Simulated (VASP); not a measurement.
Here is a VASP 6.6.1 calculation.

The input POSCAR:

```
Au
1.0
    2.9434983866      0.0000000000      0.0000000000
   -1.4717491933      2.5491443788      0.0000000000
    0.0000000000      0.0000000000      4.8068000000
Au
2
Direct
    0.3333333333      0.6666666667      0.7500000000
    0.6666666667      0.3333333333      0.2500000000
```

Contents of INCAR.step1:

```
SYSTEM = Au
  PREC = Accurate
  ENCUT = 520
  ISMEAR = 0
  SIGMA = 0.15
  LREAL = .FALSE.
  LASPH = .TRUE.
  NELM = 100
  NBANDS = 18
  GGA = PE
  ALGO = Normal
  EDIFF = 1E-4
  LWAVE = .TRUE.
  LCHARG = .FALSE.
```

The input INCAR.step2:

```
SYSTEM = Au
  PREC = Accurate
  ENCUT = 520
  EDIFF = 1E-7
  ISMEAR = 0
  SIGMA = 0.15
  LREAL = .FALSE.
  LASPH = .TRUE.
  NELM = 100
  ALGO = Normal
  ISIF = 2
  LWAVE = .FALSE.
  LCHARG = .TRUE.
  METAGGA = R2SCAN
  LMIXTAU = .TRUE.
  LELF = .TRUE.
  LVHAR = .TRUE.
  NBANDS = 18
  ISTART = 1
```

File KPOINTS:

```
Automatic mesh
0
G
  18 18 10
  0 0 0
```

Potentials or basis: VASP PAW PBE potentials, release 64 (Au).

Command:

```bash
$ cat potpaw_PBE.64/Au/POTCAR > POTCAR
$ cp INCAR.step1 INCAR
$ mpirun -np 1 vasp_std > vasp.out
$ cp INCAR.step2 INCAR
$ mpirun -np 1 vasp_std > vasp.out
```

Predict the pressure.

-3.3 GPa.

Estimate the band gap on the k mesh.

zero (bands 11 and 12 overlap by 6.91 eV).

Stress tensor (GPa, compression positive):
```
-3.87  0.00  0.00
 0.00 -3.87  0.00
 0.00  0.00 -2.27
```

Caveat: the cell differs from its parent crystal (strain +0.015 along x and y, -0.015 along z); the cell stands under tension; the PAW data sets were made with another functional, which shifts forces and pressure a little; spin-orbit coupling is left out, which moves the levels of the heavy elements.
